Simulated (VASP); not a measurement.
# Os (P6_3/mmc) in VASP: settings compared, part 2 of 2

VASP 6.6.1.

## Step 3: Single point, r2SCAN+rVV10

This run uses another cell than the first one, of 13.14 Å³/atom, 0.887 times its volume.

The input, POSCAR:

```
Os
1.0
    2.6782863798      0.0000000000      0.0000000000
   -1.3391431899      2.3194640436      0.0000000000
    0.0000000000      0.0000000000      4.2315181138
Os
2
Direct
    0.6666666667      0.3333333333      0.7500000000
    0.3333333333      0.6666666667      0.2500000000
```

The input, INCAR.step1:

```
SYSTEM = Os
ALGO     = Normal         ! electronic algorithm
EDIFF    = 1E-4           ! SCF threshold, eV
ENCUT    = 520            ! plane-wave cutoff, eV
GGA      = PE             ! functional
ISMEAR   = -1             ! smearing method
LASPH    = .True.         ! aspherical terms in the spheres
LCHARG   = .False.        ! write CHGCAR
LREAL    = .False.        ! projectors in reciprocal space
LWAVE    = .True.         ! write WAVECAR
NBANDS   = 15             ! bands
NELM     = 80             ! most SCF steps
PREC     = Accurate       ! precision mode
SIGMA    = 0.05           ! smearing width, eV
```

The input, INCAR.step2:

```
SYSTEM = Os
ALGO     = Normal         ! electronic algorithm
BPARAM   = 11.95        
CPARAM   = 0.0093       
EDIFF    = 1E-6           ! SCF threshold, eV
ENCUT    = 520            ! plane-wave cutoff, eV
ISIF     = 2              ! what is computed and relaxed
ISMEAR   = -1             ! smearing method
ISTART   = 1            
IVDW_NL  = 2            
LASPH    = .True.         ! aspherical terms in the spheres
LCHARG   = .True.         ! write CHGCAR
LELF     = .True.         ! ELF
LMIXTAU  = .True.       
LREAL    = .False.        ! projectors in reciprocal space
LUSE_VDW = .True.       
LVHAR    = .True.       
LWAVE    = .False.        ! write WAVECAR
METAGGA  = R2SCAN         ! meta-GGA
NBANDS   = 15             ! bands
NELM     = 80             ! most SCF steps
PREC     = Accurate       ! precision mode
SIGMA    = 0.05           ! smearing width, eV
```

The input, KPOINTS:

```
k-points
0
Gamma
  11 11 6
  0 0 0
```

Potentials or basis: VASP PAW PBE potentials, release 64 (Os).

On the command line:

```
$ cat potpaw_PBE.64/Os/POTCAR > POTCAR
$ cp INCAR.step1 INCAR
$ mpirun -np 1 vasp_std > vasp.out
$ cp INCAR.step2 INCAR
$ mpirun -np 1 vasp_std > vasp.out
```

It took 84 s on 1 thread of Intel Xeon Platinum 8259CL at 2.50GHz (Skylake/Cascade Lake), shared host; peak memory 0.22 GiB.

It converged, with:

```yaml
Free_energy: -105.6180 eV
Pressure: 32.5 GPa
Band_gap_on_the_k_mesh: zero (band 8 reaches 12.66 eV, above the bottom of band 9 at 8.19 eV)
```

Stress tensor (GPa, compression positive):
```
31.97  0.00  0.00
 0.00 31.97  0.00
 0.00  0.00 33.60
```

Levels at points of the mesh, in eV from the Fermi level:
```tsv
k point	band 4	band 5	band 6	band 7	band 8	band 9	band 10	band 11	band 12	band 13
(0.00, 0.00, 0.00)	-3.43	-3.14	-2.47	-2.47	-1.74	-1.74	0.06	1.98	1.98	10.41
(0.00, 0.00, 0.50)	-3.99	-3.65	-3.65	-3.65	-3.65	1.09	1.09	1.09	1.09	14.46
```

Caveat: the PAW data sets were made with another functional, which shifts forces and pressure a little; spin-orbit coupling is left out, which moves the levels of the heavy elements.

## Step 4: Single point, r2SCAN+rVV10

This run uses another cell than the first one, of 13.42 Å³/atom, 0.906 times its volume.

The input, POSCAR:

```
Os
1.0
    2.6971481730      0.0000000000      0.0000000000
   -1.3485740865      2.3357988356      0.0000000000
    0.0000000000      0.0000000000      4.2613185190
Os
2
Direct
    0.6666666667      0.3333333333      0.7500000000
    0.3333333333      0.6666666667      0.2500000000
```

The input, INCAR.step1:

```
ALGO = Normal
EDIFF = 1E-4
ENCUT = 520
GGA = PE
ISMEAR = -1
LASPH = T
LCHARG = F
LREAL = F
LWAVE = T
NBANDS = 15
NELM = 100
PREC = Accurate
SIGMA = 0.05
```

The input, INCAR.step2:

```
ALGO = Normal
BPARAM = 11.95
CPARAM = 0.0093
EDIFF = 1E-6
ENCUT = 520
ISIF = 2
ISMEAR = -1
ISTART = 1
IVDW_NL = 2
LASPH = T
LCHARG = F
LMIXTAU = T
LREAL = F
LUSE_VDW = T
LWAVE = F
METAGGA = R2SCAN
NBANDS = 15
NELM = 100
PREC = Accurate
SIGMA = 0.05
```

The input, KPOINTS:

```
k-points
0
Gamma
  11 11 6
```

Potentials or basis: VASP PAW PBE potentials, release 64 (Os).

On the command line:

```
$ cat potpaw_PBE.64/Os/POTCAR > POTCAR
$ cp INCAR.step1 INCAR
$ mpirun -np 1 vasp_std > vasp.out
$ cp INCAR.step2 INCAR
$ mpirun -np 1 vasp_std > vasp.out
```

OUTCAR:

```text
BPARAM = 11.95
   EDIFF = 1E-6
   ENCUT = 520
   ISIF = 2
   ISMEAR = -1
   ISTART = 1
   IVDW_NL = 2
   LASPH = T
   LREAL = F
   METAGGA = R2SCAN
   NELM = 100
   PREC = Accurate

 ion  position               nearest neighbor table
   1  0.667  0.333  0.750-   2 2.64   2 2.64   2 2.64   2 2.64   2 2.64   2 2.64
   2  0.333  0.667  0.250-   1 2.64   1 2.64   1 2.64   1 2.64   1 2.64   1 2.64

  LATTYP: Found a hexagonal cell.
 ALAT       =     2.6971481730
 C/A-ratio  =     1.5799348963

[... 615 lines left out ...]
      9       9.3028      1.99997
     10       9.7276      1.84682
     11      12.2646      0.00000
     12      16.0295      0.00000
     13      21.4601      0.00000
     14      26.2418      0.00000
     15      27.3142      0.00000

 [... further k-points ...]
[... 5 lines left out ...]
  --------------------------------------------------------------------------------------
  -------------------------------------------------------------------------------------
  Total        3.4008487      3.4008487      3.5426610     -0.0000000      0.0000000      0.0000000
  in kB      202.9614959    202.9614959    211.4248042     -0.0000000      0.0000000      0.0000000
  external PRESSURE =     205.7825986 kB  Pullay stress =       0.0000000 kB

 VOLUME and BASIS-vectors are now :
 -----------------------------------------------------------------------------
  energy-cutoff  :      520.00
  volume of cell :       26.85
      direct lattice vectors                 reciprocal lattice vectors
     2.697148173  0.000000000  0.000000000     0.370761981  0.214059530  0.000000000
    -1.348574086  2.335798836  0.000000000     0.000000000  0.428119059  0.000000000
     0.000000000  0.000000000  4.261318519     0.000000000  0.000000000  0.234669151

 POSITION                                       TOTAL-FORCE (eV/Angst)
 -----------------------------------------------------------------------------------
      1.34857      0.77860      3.19599         0.000000     -0.000000      0.000000
     -0.00000      1.55720      1.06533        -0.000000      0.000000      0.000000
 -----------------------------------------------------------------------------------
    total drift:                               -0.000000      0.000000     -0.000000

  FREE ENERGIE OF THE ION-ELECTRON SYSTEM (eV)
  ---------------------------------------------------
  free  energy   TOTEN  =      -105.7105661902 eV

  energy  without entropy=     -105.6989528613  energy(sigma->0) =     -105.70475953
```

Wall time 91 s (1 thread of Intel Xeon Platinum 8259CL at 2.50GHz (Skylake/Cascade Lake), shared host); peak memory 0.22 GiB.

Results:

```yaml
Free_energy: -105.7106 eV
Pressure: 20.6 GPa
Band_gap_on_the_k_mesh: zero (band 8 reaches 12.24 eV, above the bottom of band 9 at 7.91 eV)
```

Caveat: the PAW data sets were made with another functional, which shifts forces and pressure a little; spin-orbit coupling is left out, which moves the levels of the heavy elements.

## Step 5: Overview

```csv
level,potentials or basis,cell,gap on the mesh (eV),pressure (GPa)
LDA,"VASP PAW LDA potentials, release 64 (Os)","a = 2.788, b = 2.788, c = 4.404 Å, angles 90.0, 90.0, 120.0°, 2 atoms",none,-28.8
r2SCAN+rVV10,"VASP PAW PBE potentials, release 64 (Os)","a = 2.678, b = 2.678, c = 4.232 Å, angles 90.0, 90.0, 120.0°, 2 atoms",none,32.5
r2SCAN+rVV10,"VASP PAW PBE potentials, release 64 (Os)","a = 2.697, b = 2.697, c = 4.261 Å, angles 90.0, 90.0, 120.0°, 2 atoms",none,20.6
```

Alike in all rows: task single point; no spin polarisation; k mesh 11 × 11 × 6; cutoff (eV) 520; smearing fermi-dirac 0.05 eV.

Caveats: spin-orbit coupling is left out, which moves the levels of the heavy elements; the PAW data sets were made with another functional, which shifts forces and pressure a little (some runs).

Total energies depend on the potentials used, so only differences within one code and one set of settings carry meaning.
